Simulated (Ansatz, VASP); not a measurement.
## SrO in VASP and in Ansatz

```
Sr O
1.0
     0.00000    2.58015    2.58015
     2.58015    0.00000    2.58015
     2.58015    2.58015    0.00000
Sr O
1 1
Direct
  0.04196 0.04196 0.04196
  0.50000 0.50000 0.50000
```

Change from the starting cell: all Sr atoms moved +0.375 Å, as atom 1 along Cartesian [1 1 1].

Alike in both runs: task single point; functional r2SCAN; k mesh 8 × 8 × 8; occupations gaussian, width 0.05 eV; no spin polarisation.

```csv
,VASP,Ansatz
version,VASP 6.6.1,Ansatz 0.2.0
potentials or method,"VASP PAW PBE potentials, release 64 (Sr_sv, O), cutoff 520 eV","scalar-relativistic, plane waves, PAW"
valence electrons in the cell,16,16
```

```csv
,VASP,Ansatz,Ansatz less VASP
gap on the k mesh at the Fermi level (eV),4.60,4.63,+0.029
least direct gap on the mesh (eV),4.60,4.63,+0.029
pressure (GPa),4.4,3.7,-0.70
"traceless stress, the component that is largest in VASP (GPa)",-0.96,-0.89,+0.072
rms of the force components (eV/Å),0.586,0.554,-0.0318
```

VASP's potentials were made for PBE, not for r2SCAN. Atom by atom the forces differ by 0.032 eV/Å (rms over components).
